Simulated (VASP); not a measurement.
The system is Te2Mo, a slab with vacuum.

```
CELL_PARAMETERS angstrom
3.56023 0.00000 0.00000
-1.78012 3.08325 0.00000
0.00000 0.00000 17.52406
ATOMIC_POSITIONS crystal
Te 0.33333 0.66667 0.10214
Te 0.33333 0.66667 0.89786
Mo 0.00000 0.00000 0.00000
```

Base run:

- Program: VASP 6.6.1
- Functional: LDA
- Potentials or basis: VASP PAW LDA potentials, release 64 (Te, Mo_sv)
- Cutoff: 520 eV
- k mesh: 9 × 9 × 2
- Occupations: fermi-dirac, width 0.05 eV
- Spin: no spin polarisation

Its results: band gap on the k mesh 1.04 eV; largest force 0.370 eV/Å.

Question: The run is repeated on the same cell with these changes: functional from LDA to r2SCAN; potentials or basis from VASP PAW LDA potentials, release 64 (Te, Mo_sv) to VASP PAW PBE potentials, release 64 (Te, Mo_sv). What comes out?

Answer: Band gap on the k mesh 1.13 eV; largest force 0.019 eV/Å.

Caveats: spin-orbit coupling is left out, which moves the levels of the heavy elements; the PAW data sets were made with another functional, which shifts forces and pressure a little (at least some runs).

A k mesh can miss the band edges.
